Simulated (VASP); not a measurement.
Wanted: the native input for a VASP 6.6.1 run.

```
Task                   : single point
Functional             : PBE
Potentials or basis    : VASP PAW PBE potentials, release 64 (C, Si)
Cutoff                 : 520 eV
k mesh                 : 6 × 6 × 6
Occupations            : gaussian, width 0.05 eV
Spin                   : no spin polarisation
Dipole correction      : no
Further INCAR settings : ALGO = Normal; EDIFF = 1e-06; NBANDS = 11
```

The structure of SiC lies in POSCAR:

```
SiC
1.0
    2.6233416948      0.0000000000      0.0000000000
    0.0000000000      2.6233416948      0.0000000000
    0.0000000000      0.0000000000      2.6233416948
C Si
1 1
Direct
    0.0000000000      0.0000000000      0.0000000000
    0.5000000000      0.5000000000      0.5000000000
```

One way to write it, as run:

INCAR

```
SYSTEM = SiC
PREC = Accurate
ENCUT = 520
EDIFF = 1E-6
ISMEAR = 0
SIGMA = 0.05
LREAL = .False.
LASPH = .True.
NELM = 60
ALGO = Normal
ISIF = 2
LWAVE = .False.
LCHARG = .False.
GGA = PE
NBANDS = 11
```

KPOINTS

```
regular mesh
0
Gamma
  6 6 6
  0 0 0
```

Potentials or basis: VASP PAW PBE potentials, release 64 (C, Si).

Run with:

```sh
$ cat potpaw_PBE.64/C/POTCAR potpaw_PBE.64/Si/POTCAR > POTCAR
$ mpirun -np 1 vasp_std > vasp.out
```

Results of the run:

```yaml
Pressure: 3.1 GPa
Band_gap_on_the_k_mesh: zero (band 4 reaches 12.68 eV, above the bottom of band 5 at 8.99 eV)
```

Caveat: the k points lie up to 0.40 Å⁻¹ apart.

It took 3.2 s on 1 thread of Intel(R) Xeon(R) Platinum 8375C CPU @ 2.90GHz (Ice Lake) (shared host), peak memory 0.12 GiB.
